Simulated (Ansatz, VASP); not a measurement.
Sb2Au in VASP and in Ansatz

The input INCAR:

```
SYSTEM = Sb2Au
ALGO = Normal
EDIFF = 1E-8
ENCUT = 520
GGA = CA
ISIF = 2
ISMEAR = -1
LASPH = .True.
LCHARG = .False.
LEFG = .True.
LREAL = .False.
LWAVE = .False.
NBANDS = 18
NELM = 60
PREC = Accurate
SIGMA = 0.08
```

Contents of KPOINTS:

```
k-points
0
Gamma
  9 9 9
  0 0 0
```

File POSCAR:

```
Sb2Au
1.0
    0.0000000000      3.3056637565      3.3056637565
    3.3056637565      0.0000000000      3.3056637565
    3.3056637565      3.3056637565      0.0000000000
Sb Au
2 1
Direct
    0.2500000000      0.2500000000      0.2500000000
    0.7500000000      0.7500000000      0.7500000000
    0.0000000000      0.0000000000      0.0000000000
```

Input for Ansatz:

```yaml
crystal:
  lattice:
    - [0.0, 3.3056637565, 3.3056637565]
    - [3.3056637565, 0.0, 3.3056637565]
    - [3.3056637565, 3.3056637565, 0.0]
  atoms:
    - { symbol: Sb, position: [0.25, 0.25, 0.25] }
    - { symbol: Sb, position: [0.75, 0.75, 0.75] }
    - { symbol: Au, position: [0.0, 0.0, 0.0] }
kpoints:
  mp_grid: { grid: [9, 9, 9] }
scf:
  occupations: { method: fermi_dirac, width: 0.08 }
hamiltonian:
  xc: lda
  pseudopotentials: { kind: paw }
output:
  forces: true
  stress: true
  eigenvalues: true
  efg: { contact_densities: true }
```

Change from the starting cell: volume scaled by 0.98, PAW files.

Alike in both runs: task electric field gradients; functional LDA; k mesh 9 × 9 × 9; occupations fermi-dirac, width 0.08 eV; no spin polarisation.

|  | VASP | Ansatz |
| --- | --- | --- |
| version | VASP 6.6.1 | Ansatz 0.2.0 |
| potentials or method | VASP PAW LDA potentials, release 64 (Sb, Au) | PAW with Ansatz's default frozen-core files, scalar-relativistic |
| plane-wave cutoff (eV) | 520 | 420 |
| valence electrons in the cell | 21 | 49 |

```csv
,VASP,Ansatz,Ansatz less VASP
pressure (GPa),5.4,5.1,-0.25
```

LDA's correlation is that of Perdew and Zunger in VASP and of Perdew and Wang (1992) in Ansatz. VASP's potentials hold 21 valence electrons a cell and Ansatz's 49, so a difference there can come from the potentials and not from the codes.

Neither program's run includes spin-orbit coupling.
